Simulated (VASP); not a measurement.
A run of VASP 6.6.1 is set up as follows.

The input INCAR:

```
SYSTEM = CaBC
ALGO = Normal
EDIFF = 1E-7
ENCUT = 520
GGA = PE
ISIF = 2
ISMEAR = 0
LASPH = .TRUE.
LCHARG = .FALSE.
LREAL = .FALSE.
LWAVE = .FALSE.
NBANDS = 26
NELM = 100
PREC = Accurate
SIGMA = 0.15
```

File KPOINTS:

```
k-points
0
G
  18 18 6
  0 0 0
```

POSCAR

```
CaBC
1.0
    2.9619761264      0.0000000000      0.0000000000
   -1.4809880632      2.5651465708      0.0000000000
    0.0000000000      0.0000000000      8.1933817783
Ca B C
2 2 2
Direct
    0.0000000000      0.0000000000      0.0000000000
    0.0000000000      0.0000000000      0.5000000000
    0.6666666667      0.3333333333      0.1889751371
    0.3333333333      0.6666666667      0.6889751371
    0.6666666667      0.3333333333      0.7500000000
    0.3333333333      0.6666666667      0.2500000000
```

Potentials or basis: VASP PAW PBE potentials, release 64 (Ca_sv, B, C).

Command:

```console
$ cat potpaw_PBE.64/Ca_sv/POTCAR potpaw_PBE.64/B/POTCAR potpaw_PBE.64/C/POTCAR > POTCAR
$ mpirun -np 1 vasp_std > vasp.out
```

(1) What does it give for the band gap on the k mesh?

(2) Predict the pressure.

(3) Predict the largest force.

## Answers

(1) zero (bands 17 and 18 overlap by 2.16 eV).

(2) 10.7 GPa.

(3) 6.716 eV/Å.

Caveat: the cell differs from its parent crystal (all B atoms moved -0.500 Å, as atom 3 along Cartesian [0 0 1]); the stress differs along the axes, from 1 to 16 GPa; forces of over 1 eV/Å act on the atoms, so gaps and moduli don't describe the material at rest.
